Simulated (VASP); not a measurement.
Wanted: the native input for a VASP 6.6.1 run.

| Property | Result |
| --- | --- |
| Task | single point |
| Functional | PBE |
| Potentials or basis | VASP PAW PBE potentials, release 64 (Rh_pv) |
| Cutoff | 500 eV |
| k mesh | 18 × 18 × 18 |
| Occupations | fermi-dirac, width 0.05 eV |
| Spin | no spin polarisation |
| Dipole correction | no |
| Further INCAR settings | ALGO = Normal; EDIFF = 1e-06; NBANDS = 14 |

The structure of Rh lies in POSCAR:

```
Rh
1.0
    0.0000000000      1.9029860865      1.9029860865
    1.9029860865      0.0000000000      1.9029860865
    1.9029860865      1.9029860865      0.0000000000
Rh
1
Direct
    0.0000000000      0.0000000000      0.0000000000
```

These files were run (other wordings do the same):

INCAR

```
SYSTEM = Rh
ALGO = Normal
EDIFF = 1E-6
ENCUT = 500
GGA = PE
GGA_COMPAT = .False.
ISIF = 2
ISMEAR = -1
LASPH = .True.
LCHARG = .False.
LREAL = .False.
LWAVE = .False.
NBANDS = 14
NELM = 120
PREC = Accurate
SIGMA = 0.05
```

KPOINTS

```
k-points
0
Gamma
  18 18 18
  0 0 0
```

Potentials or basis: VASP PAW PBE potentials, release 64 (Rh_pv).

Launch:

```sh
$ cat potpaw_PBE.64/Rh_pv/POTCAR > POTCAR
$ mpirun -np 1 vasp_std > vasp.out
```

Results of the run:

| Property | Result |
| --- | --- |
| Pressure | 5.4 GPa |
| Band gap on the k mesh | zero (an odd number of electrons rules out a gap without spin polarisation) |

Caveat: the cell stands under pressure.

Wall time 14 s on 1 thread of Intel(R) Xeon(R) Platinum 8559C (Emerald Rapids), on a shared host, peak memory 0.15 GiB.
